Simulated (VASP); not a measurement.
A run of VASP 6.6.1:

The input INCAR:

```
SYSTEM = BP
ALGO = Normal ; EDIFF = 1E-6
ENCUT = 520 ; GGA = CA
ISIF = 2 ; ISMEAR = -1
LASPH = .TRUE. ; LCHARG = .FALSE.
LREAL = .FALSE. ; LWAVE = .FALSE.
NBANDS = 11 ; NELM = 100
PREC = Accurate ; SIGMA = 0.05
```

The input KPOINTS:

```
k-points
0
G
  15 15 15
  0 0 0
```

POSCAR

```
BP
1.0
    0.0000000000      2.2690000000      2.2463100000
    2.2690000000      0.0000000000      2.2463100000
    2.2690000000      2.2690000000      0.0000000000
B P
1 1
Direct
    0.0000000000      0.0000000000      0.0000000000
    0.7500000000      0.7500000000      0.7500000000
```

Potentials or basis: VASP PAW LDA potentials, release 64 (B, P).

Command:

```sh
$ cat potpaw_LDA.64/B/POTCAR potpaw_LDA.64/P/POTCAR > POTCAR
$ mpirun -np 1 vasp_std > vasp.out
```

Hardware: 1 thread of Intel(R) Xeon(R) 6975P-C (Granite Rapids) (shared host).

**Question.** Estimate the wall time of this run.

**Answer.** It took 16 s on 1 thread of Intel(R) Xeon(R) 6975P-C (Granite Rapids) (shared host), peak memory 0.17 GiB. Counts: scf iterations 12, k points 288.
